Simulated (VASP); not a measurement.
# CsV3 (Pm-3m) in VASP: a series of runs, part 2 of 2

VASP 6.6.1. Earlier steps stand in the parts before.

**5. Single point, PBE**

This run uses another cell than the first one, of 17.49 Å³/atom.

INCAR

```
SYSTEM = CsV3
  PREC = Accurate
  ENCUT = 520
  EDIFF = 1E-6
  ISMEAR = 0
  SIGMA = 0.1
  LREAL = .FALSE.
  LASPH = .TRUE.
  NELM = 80
  ALGO = Fast
  ISIF = 2
  LWAVE = .FALSE.
  LCHARG = .TRUE.
  GGA = PE
  LELF = .TRUE.
  LVHAR = .TRUE.
  NBANDS = 32
```

KPOINTS

```
regular mesh
0
G
  12 12 12
  0 0 0
```

POSCAR

```
CsV3
1.0
    4.1204203391      0.0000000000      0.0000000000
    0.0000000000      4.1204203391      0.0000000000
    0.0000000000      0.0000000000      4.1204203391
Cs V
1 3
Direct
    0.0000000000      0.0000000000      0.0000000000
    0.0000000000      0.5000000000      0.5000000000
    0.5000000000      0.0000000000      0.5000000000
    0.5000000000      0.5000000000      0.0000000000
```

Potentials or basis: VASP PAW PBE potentials, release 64 (Cs_sv, V_sv).

Launch:

```sh
$ cat potpaw_PBE.64/Cs_sv/POTCAR potpaw_PBE.64/V_sv/POTCAR > POTCAR
$ mpirun -np 1 vasp_std > vasp.out
```

OUTCAR:

```text
SYSTEM = CsV3
   PREC = Accurate
   ENCUT = 520
   EDIFF = 1E-6
   ISMEAR = 0
   LREAL = .FALSE.
   LASPH = .TRUE.
   NELM = 80
   ISIF = 2
   GGA = PE

 ion  position               nearest neighbor table
   1  0.000  0.000  0.000-   2 2.91   3 2.91   4 2.91   2 2.91   3 2.91   2 2.91   4 2.91   2 2.91
                             3 2.91   4 2.91   3 2.91   4 2.91
   2  0.000  0.500  0.500-   1 2.91   3 2.91   4 2.91   1 2.91   4 2.91   1 2.91   3 2.91   1 2.91
                             3 2.91   4 2.91   4 2.91   3 2.91
   3  0.500  0.000  0.500-   1 2.91   2 2.91   4 2.91   1 2.91   4 2.91   2 2.91   4 2.91   4 2.91
                             1 2.91   2 2.91   1 2.91   2 2.91
   4  0.500  0.500  0.000-   1 2.91   2 2.91   3 2.91   2 2.91   3 2.91   1 2.91   3 2.91   3 2.91
                             1 2.91   2 2.91   2 2.91   1 2.91

  LATTYP: Found a simple cubic cell.
 ALAT       =     4.1204203391

  Lattice vectors:

 A1 = (   4.1204203391,   0.0000000000,   0.0000000000)
 A2 = (   0.0000000000,   4.1204203391,   0.0000000000)
 A3 = (   0.0000000000,   0.0000000000,   4.1204203391)

Analysis of symmetry for initial positions (statically):
=====================================================================
 Subroutine PRICEL returns:
 Original cell was already a primitive cell.

 Routine SETGRP: Setting up the symmetry group for a
 simple cubic supercell.

 Subroutine GETGRP returns: Found 48 space group operations
 (whereof 48 operations were pure point group operations)
 out of a pool of 48 trial point group operations.

The static configuration has the point symmetry O_h .

Analysis of symmetry for dynamics (positions and initial velocities):
=====================================================================
 Subroutine PRICEL returns:
 Original cell was already a primitive cell.

 Routine SETGRP: Setting up the symmetry group for a
 simple cubic supercell.

 Subroutine GETGRP returns: Found 48 space group operations
 (whereof 48 operations were pure point group operations)
 out of a pool of 48 trial point group operations.

The dynamic configuration has the point symmetry O_h .

 Subroutine INISYM returns: Found 48 space group operations
 (whereof 48 operations are pure point group operations),
 and found     1 'primitive' translations

----------------------------------------------------------------------------------------

                                     Primitive cell

  volume of cell :      69.9559

  direct lattice vectors                    reciprocal lattice vectors
     4.120420339  0.000000000  0.000000000     0.242693686  0.000000000  0.000000000
     0.000000000  4.120420339  0.000000000     0.000000000  0.242693686  0.000000000
     0.000000000  0.000000000  4.120420339     0.000000000  0.000000000  0.242693686

  length of vectors
     4.120420339  4.120420339  4.120420339     0.242693686  0.242693686  0.242693686

  position of ions in fractional coordinates (direct lattice)
     0.000000000  0.000000000  0.000000000
     0.000000000  0.500000000  0.500000000
     0.500000000  0.000000000  0.500000000
     0.500000000  0.500000000  0.000000000

  ion indices of the primitive-cell ions
   primitive index   ion index
                 1           1
                 2           2
                 3           3
                 4           4

----------------------------------------------------------------------------------------

[... 31 lines left out ...]
  0.416667  0.000000  0.000000      6.000000
[... 16 lines left out ...]
  0.333333  0.333333  0.000000     12.000000
  0.416667  0.333333  0.000000     24.000000
 [... further k-points ...]
   k-points           NKPTS =     84   k-points in BZ     NKDIM =     84   number of bands    NBANDS=     32
   number of dos      NEDOS =    301   number of ions     NIONS =      4
   total plane-waves  NPLWV =  32768
   dimension x,y,z NGX =    32 NGY =   32 NGZ =   32
   dimension x,y,z NGXF=    64 NGYF=   64 NGZF=   64
   ions per type =               1   3
   NGX,Y,Z   is equivalent  to a cutoff of  12.91, 12.91, 12.91 a.u.
   NGXF,Y,Z  is equivalent  to a cutoff of  25.82, 25.82, 25.82 a.u.
 SYSTEM =  CsV3
   PREC   = accura    normal or accurate (medium, high low for compatibility)
   ISTART =      0    job   : 0-new  1-cont  2-samecut
   ICHARG =      2    charge: 1-file 2-atom 10-const
   ISPIN  =      1    spin polarized calculation?
   LNONCOLLINEAR =      F non collinear calculations
   LSORBIT =      F    spin-orbit coupling
   LASPH  =      T    aspherical Exc in radial PAW
   ENCUT  =  520.0 eV  38.22 Ry    6.18 a.u.   7.66  7.66  7.66*2*pi/ulx,y,z
   NELM   =     80;   NELMIN=  2; NELMDL= -5     # of ELM steps
   EDIFF  = 0.1E-05   stopping-criterion for ELM
   LREAL  =      F    real-space projection
   EDIFFG = 0.1E-04   stopping-criterion for IOM
   NSW    =      0    number of steps for IOM
   IBRION =     -1    ionic relax: 0-MD 1-quasi-New 2-CG
   NFREE  =      0    steps in history (QN), initial steepest desc. (CG)
   ISIF   =      2    stress and relaxation
   ISYM   =      2    0-nonsym 1-usesym 2-fastsym
   POTIM  = 0.5000    time-step for ionic-motion
   TEBEG  =    0.0;   TEEND  =   0.0 temperature during run
   PSTRESS=    0.0 pullay stress
   NELECT =      48.0000    total number of electrons
   NUPDOWN=      -1.0000    fix difference up-down
   EMIN   =  10.00;   EMAX   =-10.00  energy-range for DOS
   EFERMI =   0.00;   METHOD = LEGACY
   ISMEAR =     0;   SIGMA  =   0.10  broadening in eV -4-tet -1-fermi 0-gaus
   EFERMI_NEDOS =   21; number of points for ismear=-14 and -15
   IALGO  =     68    algorithm
   IMIX   =      4    mixing-type and parameters
     AMIX     =   0.40;   BMIX     =  1.00
     AMIX_MAG =   1.60;   BMIX_MAG =  1.00
  volume/ion in A,a.u.               =      17.49       118.02
  Fermi-wavevector in a.u.,A,eV,Ry     =   1.443933  2.728638 28.367367  2.084943
  Thomas-Fermi vector in A             =   2.562285
   LORBIT       =      0    0 simple, 1 ext, 2 COOP (PROOUT), +10 PAW based schemes
   GGA     = PE    functional components
   LHFCALC =     F    Hartree Fock is set to
   AEXX    =    0.0000 exact exchange contribution
   IVDW    =     0    specifies the selected vdW correction
   LEPSILON=     F    determine dielectric tensor
   LRPA    =     F    only Hartree local field effects (RPA)
 non-spin polarized calculation
 RMM-DIIS sequential band-by-band and
 Gauss-broadening in eV      SIGMA  =   0.10
  energy-cutoff  :      520.00
  volume of cell :       69.96
 maximum number of plane-waves:      1924
 NGX is ok and might be reduce to    32
   NGX = 15   NGY = 15   NGZ = 15

 number of electron      47.9999993 magnetization

 Free energy of the ion-electron system (eV)
  ---------------------------------------------------
  ext. energy  EPLUGINS =         0.00000000
  ---------------------------------------------------
  free energy    TOTEN  =       -20.12810569 eV

  energy without entropy =      -20.09628761  energy(sigma->0) =      -20.11219665

 E-fermi :   8.3858     XC(G=0): -11.9728

 val. band max:        8.3853881266   @ k =   0.5000   0.5000   0.1667
 cond. band min:       8.3923303805   @ k =   0.1667   0.0833   0.0833
 fundamental gap:      0.0069422539
 Fermi energy:         8.3857551901

 k-point     1 :       0.0000    0.0000    0.0000
  band No.  band energies     occupation
      1     -55.9884      2.00000
      2     -55.9232      2.00000
      3     -55.9232      2.00000
      4     -29.9533      2.00000
      5     -29.9533      2.00000
      6     -29.9533      2.00000
[... 829 lines left out ...]
     31       9.5075      0.00000
     32       9.6771      0.00000

 [... further k-points ...]

------------------------ aborting loop because EDIFF is reached ----------------------------------------

  FORCE on cell =-STRESS in cart. coord.  units (eV):
  Direction    XX          YY          ZZ          XY          YZ          ZX
  --------------------------------------------------------------------------------------
  -------------------------------------------------------------------------------------
  Total        0.6240815      0.6240815      0.6240815      0.0000000      0.0000000      0.0000000
  in kB       14.2931301     14.2931301     14.2931301      0.0000000      0.0000000      0.0000000
  external PRESSURE =      14.2931301 kB  Pullay stress =       0.0000000 kB

 VOLUME and BASIS-vectors are now :
 -----------------------------------------------------------------------------
  energy-cutoff  :      520.00
  volume of cell :       69.96
      direct lattice vectors                 reciprocal lattice vectors
     4.120420339  0.000000000  0.000000000     0.242693686  0.000000000  0.000000000
     0.000000000  4.120420339  0.000000000     0.000000000  0.242693686  0.000000000
     0.000000000  0.000000000  4.120420339     0.000000000  0.000000000  0.242693686

 POSITION                                       TOTAL-FORCE (eV/Angst)
 -----------------------------------------------------------------------------------
      0.00000      0.00000      0.00000         0.000000      0.000000      0.000000
      0.00000      2.06021      2.06021         0.000000      0.000000      0.000000
      2.06021      0.00000      2.06021         0.000000      0.000000      0.000000
      2.06021      2.06021      0.00000         0.000000      0.000000      0.000000
 -----------------------------------------------------------------------------------
    total drift:                                0.000000     -0.000000     -0.000000

  FREE ENERGIE OF THE ION-ELECTRON SYSTEM (eV)
  ---------------------------------------------------
  free  energy   TOTEN  =       -20.1281056907 eV

  energy  without entropy=      -20.0962876125  energy(sigma->0) =      -20.11219665
```

Wall time 2.5 min (1 thread of Oxide Virtual Turin-like, shared host); peak memory 0.25 GiB.

Results:

```
Free energy            : -20.1281 eV
Pressure               : 1.4 GPa
Band gap on the k mesh : zero (bands 24 and 25 overlap by 0.71 eV)
```

Levels at points of the mesh, in eV from the Fermi level:
```
           k point  band 22  band 23  band 24  band 25  band 26  band 27
(0.00, 0.00, 0.00)    -2.28    -1.69     0.13     0.13     0.13     1.39
(0.50, 0.00, 0.00)    -0.92    -0.90    -0.85    -0.06    -0.06     0.53
(0.50, 0.50, 0.00)    -0.82    -0.39    -0.09     0.15     0.15     0.17
(0.50, 0.50, 0.50)    -0.46    -0.46    -0.29     0.15     0.15     0.15
```

Caveat: spin-orbit coupling is left out, which moves the levels of the heavy elements.

**6. Relaxation of cell and atoms, PBE**

INCAR

```
PREC = Accurate
ENCUT = 600
EDIFF = 1E-6
ISMEAR = 0
SIGMA = 0.1
LREAL = False
LASPH = True
NELM = 80
ALGO = Fast
ISIF = 3
LWAVE = False
LCHARG = False
GGA = PE
IBRION = 2
NSW = 100
EDIFFG = -0.01
```

KPOINTS

```
regular mesh
0
Gamma
  12 12 12
```

POSCAR

```
CsV3
1.0
    4.1162395581      0.0000000000      0.0000000000
    0.0000000000      4.1162395581      0.0000000000
    0.0000000000      0.0000000000      4.1162395581
Cs V
1 3
Direct
    0.0000000000      0.0000000000      0.0000000000
    0.0000000000      0.5000000000      0.5000000000
    0.5000000000      0.0000000000      0.5000000000
    0.5000000000      0.5000000000      0.0000000000
```

Potentials or basis: VASP PAW PBE potentials, release 64 (Cs_sv, V_sv).

Launch:

```sh
$ cat potpaw_PBE.64/Cs_sv/POTCAR potpaw_PBE.64/V_sv/POTCAR > POTCAR
$ mpirun -np 1 vasp_std > vasp.out
```

Wall time 11 min (1 thread of Oxide Virtual Turin-like, shared host); peak memory 0.31 GiB.

The run converged. Its results:

| Property | Result |
| --- | --- |
| Free energy | -20.1328 eV |
| Relaxed volume | 17.78 Å³/atom |
| Relaxed cell | a = 4.143 Å, b = 4.143 Å, c = 4.143 Å, α = 90.00°, β = 90.00°, γ = 90.00° |
| Space group after relaxing (to 0.1 Å) | Pm-3m (No. 221) |
| Energy gained by relaxing | 1.8 meV/atom |
| Ionic steps | 3 |
| Pressure after relaxing | 0.1 GPa |
| Band gap on the k mesh | zero (bands 24 and 25 overlap by 0.70 eV) |

Step by step:
| step | energy change (eV) | largest force (eV/Å) | pressure (GPa) | volume (Å³) |
| --- | --- | --- | --- | --- |
| 1 | 0.0000 | 0.0000 | 1.69 | 69.74 |
| 2 | -0.0061 | 0.0000 | -0.57 | 71.62 |
| 3 | -0.0070 | 0.0000 | 0.08 | 71.11 |

Final structure:
```xyz
4
Lattice="4.1429 0.0000 0.0000 0.0000 4.1429 0.0000 0.0000 0.0000 4.1429" Properties=species:S:1:pos:R:3 pbc="T T T"
Cs    0.0000    0.0000    0.0000
V     0.0000    2.0714    2.0714
V     2.0714    0.0000    2.0714
V     2.0714    2.0714    0.0000
```

Levels at points of the mesh, in eV from the Fermi level:
```tsv
k point	band 20	band 21	band 22	band 23	band 24	band 25	band 26	band 27	band 28
(0.00, 0.00, 0.00)	-2.22	-2.22	-2.22	-1.68	0.14	0.14	0.14	1.36	1.36
(0.50, 0.00, 0.00)	-1.45	-0.89	-0.89	-0.89	-0.82	-0.07	-0.07	0.52	0.58
(0.50, 0.50, 0.00)	-1.29	-0.79	-0.79	-0.37	-0.08	0.15	0.15	0.15	0.28
(0.50, 0.50, 0.50)	-0.81	-0.45	-0.45	-0.45	-0.29	0.16	0.16	0.16	0.46
```

Caveat: spin-orbit coupling is left out, which moves the levels of the heavy elements.

**7. The runs side by side**

```csv
task,spin,cell,k mesh,cutoff (eV),gap on the mesh (eV),pressure (GPa),relaxed volume (Å³/atom)
single point,off,"a = 4.116 Å, 4 atoms",4 × 4 × 4,520,none,1.4,-
relaxation of cell and atoms,off,"relaxed from a = 4.349 Å, 4 atoms",4 × 4 × 4,600,none,0.0,17.70
single point,"collinear, ferromagnetic start","a = 4.349 Å, 4 atoms",4 × 4 × 4,520,none,-8.8,-
single point,off,"a = 4.120 Å, 4 atoms",12 × 12 × 12,520,none,1.4,-
relaxation of cell and atoms,off,"relaxed from a = 4.116 Å, 4 atoms",12 × 12 × 12,600,none,0.1,17.78
```

Alike in all rows: level PBE; potentials or basis VASP PAW PBE potentials, release 64 (Cs_sv, V_sv); smearing gaussian 0.1 eV.

Caveats: some runs use coarse meshes; spin-orbit coupling is left out, which moves the levels of the heavy elements; the moments typed at the start vanished in this run (at least some runs).

Absolute energies hang on the potentials; compare differences alone.

The gap in the log of VASP goes by the Fermi energy; the results here count the filled bands.